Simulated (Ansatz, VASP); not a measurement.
## Two plane-wave programs on Sr

```
Sr
1.0
     4.25465    0.00000    0.00000
    -2.12732    3.68463    0.00000
     0.00000    0.00000    6.95065
Sr
2
Direct
  0.33333 0.66667 0.25000
  0.66667 0.33333 0.75000
```

Alike in both runs: task single point; functional BLYP; k mesh 10 × 10 × 5; occupations fermi-dirac, width 0.1 eV; no spin polarisation.

|  | VASP | Ansatz |
| --- | --- | --- |
| version | VASP 6.6.1 | Ansatz 0.2.0 |
| potentials or method | VASP PAW PBE potentials, release 64 (Sr_sv), cutoff 520 eV | plane waves (420 eV) with PAW, scalar-relativistic |
| valence electrons in the cell | 20 | 20 |

|  | VASP | Ansatz | Ansatz less VASP |
| --- | --- | --- | --- |
| pressure (GPa) | 0.5 | 0.5 | 0.00 |

VASP's potentials were made for PBE, not for BLYP.
